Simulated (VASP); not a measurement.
Crystal: B5P3.

```
CELL_PARAMETERS angstrom
-2.94280 2.94280 3.79873
2.94280 -2.94280 3.79873
2.94280 2.94280 -3.79873
ATOMIC_POSITIONS crystal
B 0.50000 0.50000 0.50000
B 0.00000 0.00000 0.50000
B 0.50000 0.00000 0.00000
B 0.00000 0.50000 0.00000
B 0.00000 0.00000 0.00000
P 0.50000 0.00000 0.50000
P 0.00000 0.50000 0.50000
P 0.50000 0.50000 0.00000
```

The cell was built from a structure type or drawn by symmetry, and may not be a known phase.

```yaml
Program: VASP 6.6.1
Task: relaxation of cell and atoms
Functional: PBE
Potentials_or_basis: VASP PAW PBE potentials, release 64 (B, P)
Cutoff: 600 eV
k_mesh: 4 × 4 × 4
Occupations: gaussian, width 0.1 eV
Spin: no spin polarisation
```

At the start: pressure -21.0 GPa; volume 16.45 Å³/atom.

Task: How do energy, volume and symmetry change on relaxing?

Result: Over 15 steps the energy falls by 907.8 meV/atom and the volume is 8.95 Å³/atom (-45.6 %); space group I4/mmm (No. 139, to 0.1 Å) before and after.

The path:
```csv
step,energy change (eV),largest force (eV/Å),pressure (GPa),volume (Å³)
1,0.0000,0.0000,-21.00,131.59
2,-4.9549,0.0000,-19.66,94.66
3,-6.6393,0.0000,-7.81,76.55
4,-6.6978,0.0000,6.15,69.06
5,-6.7542,0.0000,-0.66,72.21
6,-7.0899,0.0000,10.67,67.22
7,-7.1824,0.0000,6.41,68.74
8,-7.1852,0.0000,6.89,68.54
9,-7.1849,0.0000,7.45,68.32
10,-7.1857,0.0000,7.14,68.44
11,-7.2445,0.0000,-1.17,72.48
12,-7.2571,0.0000,0.97,71.18
13,-7.2572,0.0000,1.07,71.13
14,-7.2596,0.0000,-0.85,72.00
15,-7.2623,0.0000,-0.07,71.63
```

Final structure:
```
B P
1.0
    -2.47493    2.47493    2.92370
     2.47493   -2.47493    2.92370
     2.47493    2.47493   -2.92370
B P
5 3
Cartesian
  1.2375 1.2375 1.4618
  1.2375 1.2375 -1.4618
  -1.2375 1.2375 1.4618
  1.2375 -1.2375 1.4618
  0.0000 0.0000 0.0000
  0.0000 2.4749 0.0000
  2.4749 0.0000 0.0000
  0.0000 0.0000 2.9237
```

Caveat: the volume moved by over 15 % at a fixed basis, so the end points are rough.
